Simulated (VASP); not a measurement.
The system is Y2CF2.

```
Y C F
1.0
     3.65822    0.00000    0.00000
    -1.82911    3.16812    0.00000
     0.00000    0.00000    6.48053
Y C F
2 1 2
Direct
  0.33333 0.66667 0.20953
  0.66667 0.33333 0.79047
  0.00000 0.00000 0.00000
  0.33333 0.66667 0.61845
  0.66667 0.33333 0.38155
```

* Program: VASP 6.6.1
* Task: relaxation of cell and atoms
* Functional: LDA
* Potentials or basis: VASP PAW LDA potentials, release 64 (Y_sv, C, F)
* Cutoff: 600 eV
* k mesh: 12 × 12 × 4
* Occupations: fermi-dirac, width 0.02 eV
* Spin: no spin polarisation

At the start: pressure -8.0 GPa; volume 15.02 Å³/atom.

Q: Where does the relaxation end?

A: Over 14 steps the energy falls by 31.7 meV/atom and the volume is 13.93 Å³/atom (-7.3 %); space group P-3m1 (No. 164, to 0.1 Å) before and after.

Step by step:
| step | energy change (eV) | largest force (eV/Å) | pressure (GPa) | volume (Å³) |
| --- | --- | --- | --- | --- |
| 1 | 0.0000 | 0.2135 | -8.05 | 75.11 |
| 2 | -0.0740 | 0.4697 | 6.80 | 67.20 |
| 3 | -0.1334 | 0.3720 | 0.10 | 70.19 |
| 4 | -0.1439 | 0.2010 | 0.00 | 70.02 |
| 5 | -0.1454 | 0.2284 | -0.02 | 69.92 |
| 6 | -0.1534 | 0.1672 | -0.02 | 69.80 |
| 7 | -0.1577 | 0.1038 | 0.10 | 69.61 |
| 8 | -0.1577 | 0.1045 | 0.09 | 69.61 |
| 9 | -0.1585 | 0.0250 | -0.03 | 69.70 |
| 10 | -0.1585 | 0.0261 | -0.02 | 69.70 |
| 11 | -0.1586 | 0.0149 | -0.02 | 69.68 |
| 12 | -0.1586 | 0.0093 | -0.01 | 69.68 |
| 13 | -0.1586 | 0.0088 | -0.02 | 69.68 |
| 14 | -0.1586 | 0.0045 | 0.02 | 69.66 |

Final structure:
```
Y C F
1.0
     3.59916    0.00000    0.00000
    -1.79958    3.11697    0.00000
     0.00000    0.00000    6.20956
Y C F
2 1 2
Cartesian
  0.0000 2.0780 1.3393
  1.7996 1.0390 4.8702
  0.0000 0.0000 0.0000
  0.0000 2.0780 3.8006
  1.7996 1.0390 2.4090
```
